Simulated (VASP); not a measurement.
GaN: dielectric tensor with r2SCAN

GaN:

```xyz
2
Lattice="0.0000 2.3389 2.3389 2.3389 0.0000 2.3389 2.3389 2.3389 0.0000" Properties=species:S:1:pos:R:3 pbc="T T T"
Ga    0.0000    0.0000    0.0000
N     1.1695    1.1695    1.1695
```

This cell differs from its parent crystal: strain +4.0%.

* Program: VASP 6.6.1
* Task: dielectric tensor
* Functional: r2SCAN
* Potentials or basis: VASP PAW PBE potentials, release 64 (Ga_d, N)
* Cutoff: 520 eV
* k mesh: 8 × 8 × 8
* Occupations: gaussian, width 0.01 eV
* Spin: no spin polarisation
* Dipole correction: no
* Further INCAR settings: ALGO = Normal; EDIFF = 1e-08

| Quantity | Value |
| --- | --- |
| Band gap on the k mesh | 1.38 eV |
| Electronic dielectric tensor (diagonal) | 6.12 |
| Born charges (mean of the diagonal) | Ga +2.73; N -2.73 e |

Levels at points of the mesh, in eV from the valence-band top:
| k point | band 7 | band 8 | band 9 | band 10 | band 11 | band 12 |
| --- | --- | --- | --- | --- | --- | --- |
| (0.00, 0.00, 0.00) | 0.00 | 0.00 | 0.00 | 1.38 | 10.27 | 10.27 |
| (0.50, 0.00, 0.00) | -6.46 | -0.87 | -0.87 | 4.38 | 8.83 | 10.39 |
| (0.50, 0.50, 0.00) | -5.77 | -2.41 | -2.41 | 3.71 | 6.53 | 11.77 |

Electronic dielectric tensor:
```
6.12 0.00 0.00
0.00 6.12 0.00
0.00 0.00 6.12
```

Born effective charge tensors (e):
atom 1, Ga
```
2.73 0.00 0.00
0.00 2.73 0.00
0.00 0.00 2.73
```
atom 2, N
```
-2.73  0.00  0.00
 0.00 -2.73  0.00
 0.00  0.00 -2.73
```

Dipole moments of the cell (e·Å, modulo the quantum): ionic 5.847, 5.847, 5.847; electronic 0.002, 0.002, 0.010

Wall time 39 min on 1 thread of Intel(R) Xeon(R) 6975P-C (Granite Rapids) (shared host), peak memory 0.33 GiB.

Caveat: the cell differs from its parent crystal (strain +4.0%); the structure was generated, so it needn't be the stable form of GaN.
